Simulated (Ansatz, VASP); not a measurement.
Two plane-wave programs on CdAgF4

```
Cd Ag F
1.0
     0.00000    4.17894    0.00000
     0.00000    0.00000    6.54816
     8.35788    0.00000    0.00000
Cd Ag F
2 2 8
Direct
  0.00000 0.00000 0.00000
  0.00000 0.00000 0.50000
  0.50000 0.50000 0.25000
  0.50000 0.50000 0.75000
  0.00000 0.67460 0.00000
  0.00000 0.67460 0.50000
  0.00000 0.00000 0.25000
  0.00000 0.00000 0.75000
  0.50000 0.00000 0.50000
  0.50000 0.00000 0.00000
  0.00000 0.32540 0.00000
  0.00000 0.32540 0.50000
```

Alike in both runs: task single point; functional PBE; k mesh 6 × 4 × 4; occupations gaussian, width 0.2 eV; no spin polarisation.

|  | VASP | Ansatz |
| --- | --- | --- |
| version | VASP 6.6.1 | Ansatz 0.2.0 |
| potentials or method | VASP PAW PBE potentials, release 64 (Cd, Ag, F), cutoff 520 eV | scalar-relativistic, plane waves, PAW |
| valence electrons in the cell | 102 | 134 |

|  | VASP | Ansatz | Ansatz less VASP |
| --- | --- | --- | --- |
| gap on the k mesh at the Fermi level (eV) | none | none | - |
| pressure (GPa) | 0.7 | 0.1 | -0.61 |
| traceless stress, the component that is largest in VASP (GPa) | 0.05 | 0.05 | -0.003 |
| rms of the force components (eV/Å) | 0.040 | 0.009 | -0.0313 |

Atom by atom the forces differ by 0.049 eV/Å (rms over components). A gap of «none» marks a metal or a gap that the smearing closes. VASP's potentials hold 102 valence electrons a cell and Ansatz's 134, so a difference there can come from the potentials and not from the codes.
